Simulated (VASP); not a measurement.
Set up this calculation in VASP 6.6.1, as the native input.

```
Task                   : single point
Functional             : PBE
Potentials or basis    : VASP PAW PBE potentials, release 64 (Nb_sv)
Cutoff                 : 500 eV
k mesh                 : 12 × 12 × 12
Occupations            : fermi-dirac, width 0.05 eV
Spin                   : no spin polarisation
Dipole correction      : no
Further INCAR settings : ALGO = Normal; EDIFF = 1e-06; NBANDS = 12
```

The structure of Nb lies in POSCAR:

```
Nb
1.0
    0.0000000000      2.1150000000      2.1150000000
    2.1150000000      0.0000000000      2.1150000000
    2.1150000000      2.1150000000      0.0000000000
Nb
1
Direct
    0.0000000000      0.0000000000      0.0000000000
```

This isn't the form of Nb at room conditions, which is bcc.

One way to write it, as run:

INCAR

```
SYSTEM = Nb
PREC = Accurate ; ENCUT = 500
EDIFF = 1E-6 ; ISMEAR = -1
SIGMA = 0.05 ; LREAL = .FALSE.
LASPH = .TRUE. ; NELM = 120
ALGO = Normal ; ISIF = 2
LWAVE = .FALSE. ; LCHARG = .TRUE.
GGA = PE ; LELF = .TRUE.
LVHAR = .TRUE. ; NBANDS = 12
GGA_COMPAT = .FALSE.
```

KPOINTS

```
Automatic mesh
0
G
  12 12 12
  0 0 0
```

Potentials or basis: VASP PAW PBE potentials, release 64 (Nb_sv).

Launch:

```sh
$ cat potpaw_PBE.64/Nb_sv/POTCAR > POTCAR
$ mpirun -np 1 vasp_std > vasp.out
```

Results of the run:

```
Pressure               : -1.5 GPa
Band gap on the k mesh : zero (an odd number of electrons rules out a gap without spin polarisation)
```

Wall time 5.9 s on 1 thread of Intel(R) Xeon(R) 6975P-C (Granite Rapids) (shared host), peak memory 0.14 GiB.
